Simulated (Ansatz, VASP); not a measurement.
## One calculation of VN2, two programs

```
V N
1.0
    -2.14647    2.14647    2.45689
     2.14647   -2.14647    2.45689
     2.14647    2.14647   -2.45689
V N
2 4
Direct
  0.25000 0.25000 0.00000
  0.75000 0.75000 0.00000
  0.11408 0.61408 0.72816
  0.61408 0.88592 0.50000
  0.88592 0.38592 0.27184
  0.38592 0.11408 0.50000
```

Alike in both runs: functional r2SCAN; k mesh 12 × 12 × 12; occupations gaussian, width 0.1 eV; no spin polarisation.

Ansatz relaxed the structure, and its values are those at the end. VASP's run is a single point on that final structure, the one shown.

```csv
,VASP,Ansatz
version,VASP 6.6.1,Ansatz 0.2.0
potentials or method,"VASP PAW PBE potentials, release 64 (V_sv, N_h), cutoff 910 eV","scalar-relativistic, plane waves, PAW"
valence electrons in the cell,46,46
```

VASP gave:

- gap on the k mesh at the Fermi level (eV): none
- rms of the force components (eV/Å): 0.022

Question: Estimate Ansatz's values.

Answer: gap on the k mesh at the Fermi level (eV): none; rms of the force components (eV/Å): 0.000.

VASP's potentials were made for PBE, not for r2SCAN. A gap of «none» marks a metal or a gap that the smearing closes.

Noted on VASP's run: the cutoff is under 1.25 times that of the potentials, so the pressure is a little rough.
